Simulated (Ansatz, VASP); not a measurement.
# Two plane-wave programs on CsInH4

File INCAR:

```
SYSTEM = CsInH4
PREC = Accurate
ENCUT = 600
EDIFF = 1E-6
ISMEAR = 0
SIGMA = 0.1
LREAL = .False.
LASPH = .True.
NELM = 80
ALGO = Normal
ISIF = 3
LWAVE = .False.
LCHARG = .False.
GGA = PE
IBRION = 2
NSW = 90
EDIFFG = -0.04
```

File KPOINTS:

```
regular mesh
0
Gamma
  6 6 4
  0 0 0
```

The input POSCAR:

```
CsInH4
1.0
    3.7394042800      0.0000000000      0.0000000000
    0.0000000000      3.7394042800      0.0000000000
    0.0000000000      0.0000000000      6.2978870700
Cs In H
1 1 4
Direct
    0.5000000000      0.5000000000      0.5000000000
    0.0000000000      0.0000000000      0.0000000000
    0.0000000000      0.0000000000      0.6038380300
    0.5000000000      0.5000000000      0.1051980000
    0.5000000000      0.5000000000      0.8948020000
    0.0000000000      0.0000000000      0.3961619700
```

Input for Ansatz:

```yaml
crystal:
  lattice:
    - [3.73940428, 0.0, 0.0]
    - [0.0, 3.73940428, 0.0]
    - [0.0, 0.0, 6.29788707]
  atoms:
    - { symbol: Cs, position: [0.5, 0.5, 0.5] }
    - { symbol: In, position: [0.0, 0.0, 0.0] }
    - { symbol: H, position: [0.0, 0.0, 0.60383803] }
    - { symbol: H, position: [0.5, 0.5, 0.105198] }
    - { symbol: H, position: [0.5, 0.5, 0.894802] }
    - { symbol: H, position: [0.0, 0.0, 0.39616197] }
basis:
  ecutwfc: 420
kpoints:
  mp_grid: { grid: [6, 6, 4] }
hamiltonian:
  xc: pbe
scf:
  occupations: { method: gaussian, width: 0.1 }
  lower_state_search: "off"
output:
  forces: true
  stress: true
  eigenvalues: true
relax:
  adjacent_minimum: "off"
  f_tol: 0.04
  max_steps: 70
  cell: { stress_tol: 0.4 }
```

Change from the starting cell: species swapped into the CeDyC4 type (P4/mmm, No. 123).

Alike in both runs: task relaxation of cell and atoms; functional PBE; k mesh 6 × 6 × 4; occupations gaussian, width 0.1 eV; no spin polarisation.

|  | VASP | Ansatz |
| --- | --- | --- |
| version | VASP 6.6.1 | Ansatz 0.2.0 |
| potentials or method | VASP PAW PBE potentials, release 64 (Cs_sv, In_d, H), cutoff 600 eV | scalar-relativistic, plane waves, PAW |
| valence electrons in the cell | 26 | 26 |

```tsv
	VASP	Ansatz	Ansatz less VASP
gap on the k mesh at the Fermi level, each at its own relaxed structure (eV)	none	none	-
relaxed volume (Å³/atom)	20.36	19.87	-0.497
relaxed cell length with the largest relative difference (Å)	4.212	4.177	-0.0346
```

A gap of «none» marks a metal or a gap that the smearing closes.

Neither program's run includes spin-orbit coupling. Noted on VASP's run: the volume moved by over 15 % at a fixed basis, so the end points are rough.
